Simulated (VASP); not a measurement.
## Li3Os: single point with PBE

The system is Li3Os.

```
Li Os
1.0
     3.08218    0.00000    0.00000
    -1.54109    2.66925    0.00000
     0.00000    0.00000    9.37722
Li Os
3 1
Direct
  0.66667 0.33333 0.73972
  0.00000 0.00000 0.00000
  0.33333 0.66667 0.26028
  0.00000 0.00000 0.50000
```

The cell was generated, and may not be a known phase.

```
Program                : VASP 6.6.1
Task                   : single point
Functional             : PBE
Potentials or basis    : VASP PAW PBE potentials, release 64 (Li_sv, Os)
Cutoff                 : 520 eV
k mesh                 : 6 × 6 × 2
Occupations            : gaussian, width 0.1 eV
Spin                   : no spin polarisation
Dipole correction      : no
Further INCAR settings : ALGO = Fast; EDIFF = 1e-07; NBANDS = 16
```

| Quantity | Value |
| --- | --- |
| Largest force | 0.672 eV/Å |
| Band gap on the k mesh | zero (an odd number of electrons rules out a gap without spin polarisation) |

Forces on the atoms (eV/Å):
```
Li   0.000  0.000 -0.672
Li   0.000  0.000  0.000
Li   0.000  0.000  0.672
Os   0.000  0.000  0.000
```

Levels at points of the mesh, in eV from the Fermi level:
```
           k point  band 5  band 6  band 7  band 8  band 9  band 10  band 11  band 12
(0.00, 0.00, 0.00)   -3.17   -2.06   -1.69   -1.00   -1.00     0.56     0.56     0.77
(0.50, 0.00, 0.00)   -2.38   -1.19   -0.01    0.05    0.95     1.70     1.75     2.11
(0.00, 0.00, 0.50)   -3.21   -2.41   -1.00   -1.00   -0.50    -0.36     0.56     0.56
(0.50, 0.00, 0.50)   -2.38   -1.19   -0.01    0.38    0.45     1.55     1.75     2.63
```

Run time: 94 s on 1 thread of Intel Xeon 8259CL (shared host), peak memory 0.19 GiB.

Caveat: the k points lie up to 0.39 Å⁻¹ apart, too coarse for converged energies and pressures of a metal; spin-orbit coupling is left out, which moves the levels of the heavy elements.
